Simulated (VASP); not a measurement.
Write the native input for VASP 6.6.1 that does the following.

| Item | Value |
| --- | --- |
| Task | single point |
| Functional | PBE |
| Potentials or basis | VASP PAW PBE potentials, release 64 (Hf_pv, O) |
| Cutoff | 520 eV |
| k mesh | 6 × 6 × 5 |
| Occupations | fermi-dirac, width 0.05 eV |
| Spin | no spin polarisation |
| Dipole correction | no |
| Further INCAR settings | ALGO = Normal; EDIFF = 1e-07; NBANDS = 31 |

The structure of HfO2 lies in POSCAR:

```
HfO2
1.0
    3.5935995233      0.0000000000      0.0000000000
    0.0000000000      3.5935995233      0.0000000000
    0.0000000000      0.0000000000      5.1718612100
Hf O
2 4
Direct
    0.0000000000      0.0000000000      0.0000000000
    0.5000000000      0.5000000000      0.5000000000
    0.0000000000      0.5000000000      0.1972078800
    0.5000000000      0.0000000000      0.3027921200
    0.5000000000      0.0000000000      0.8027921200
    0.0000000000      0.5000000000      0.6972078800
```

These files were run (other wordings do the same):

INCAR

```
ALGO     = Normal         # electronic algorithm
EDIFF    = 1E-7           # SCF threshold, eV
ENCUT    = 520            # plane-wave cutoff, eV
GGA      = PE             # functional
ISIF     = 2              # what is computed and relaxed
ISMEAR   = -1             # smearing method
LASPH    = T              # aspherical terms in the spheres
LCHARG   = T              # write CHGCAR
LELF     = T              # ELF
LREAL    = F              # projectors in reciprocal space
LVHAR    = T            
LWAVE    = F              # write WAVECAR
NBANDS   = 31             # bands
NELM     = 80             # most SCF steps
PREC     = Accurate       # precision mode
SIGMA    = 0.05           # smearing width, eV
```

KPOINTS

```
k-points
0
Gamma
  6 6 5
```

Potentials or basis: VASP PAW PBE potentials, release 64 (Hf_pv, O).

The run is started by

```sh
$ cat potpaw_PBE.64/Hf_pv/POTCAR potpaw_PBE.64/O/POTCAR > POTCAR
$ mpirun -np 1 vasp_std > vasp.out
```

Results of the run:

The pressure is 1.1 GPa, the largest force is 0.020 eV/Å and the band gap on the k mesh is 4.60 eV (least direct gap 4.69 eV).

Caveat: spin-orbit coupling is left out, which moves the levels of the heavy elements; an odd mesh through Γ misses points on the zone boundary, where band edges can lie.

Wall time 100 s on 1 thread of Intel Xeon 8259CL (shared host), peak memory 0.21 GiB.
